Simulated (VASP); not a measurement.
Input of a VASP 6.6.1 run:

Contents of POSCAR:

```
LuAlN2
1.0
    3.2331047592      0.0000000000      0.0000000000
    0.0000000000      3.2331047592      0.0000000000
    0.0000000000      0.0000000000      4.5661264394
Al N Lu
1 2 1
Direct
    0.0000000000      0.0000000000      0.0000000000
    0.0000000000      0.0000000000      0.5000000000
    0.5000000000      0.5000000000      0.0000000000
    0.5000000000      0.5000000000      0.5000000000
```

The input INCAR.step1:

```
ALGO = Normal ; EDIFF = 1E-4
ENCUT = 520 ; GGA = PE
ISMEAR = 0 ; LASPH = T
LCHARG = F ; LREAL = F
LWAVE = T ; NBANDS = 27
NELM = 100 ; PREC = Accurate
SIGMA = 0.01
```

The input INCAR.step2:

```
ALGO = Normal ; EDIFF = 1E-7
ENCUT = 520 ; ISIF = 2
ISMEAR = 0 ; ISTART = 1
LASPH = T ; LCHARG = T
LELF = T ; LMIXTAU = T
LREAL = F ; LVHAR = T
LWAVE = F ; METAGGA = R2SCAN
NBANDS = 27 ; NELM = 100
PREC = Accurate ; SIGMA = 0.01
```

The input KPOINTS:

```
k-points
0
Gamma
  6 6 6
```

Potentials or basis: VASP PAW PBE potentials, release 64 (Al, N, Lu).

Run with:

```console
$ cat potpaw_PBE.64/Al/POTCAR potpaw_PBE.64/N/POTCAR potpaw_PBE.64/Lu/POTCAR > POTCAR
$ cp INCAR.step1 INCAR
$ mpirun -np 1 vasp_std > vasp.out
$ cp INCAR.step2 INCAR
$ mpirun -np 1 vasp_std > vasp.out
```

(1) Estimate the band gap on the k mesh.

(2) What does it give for the pressure?

## Answers

(1) 0.75 eV.

(2) -9.7 GPa.

Caveat: the cell stands under tension; the PAW data sets were made with another functional, which shifts forces and pressure a little; spin-orbit coupling is left out, which moves the levels of the heavy elements.
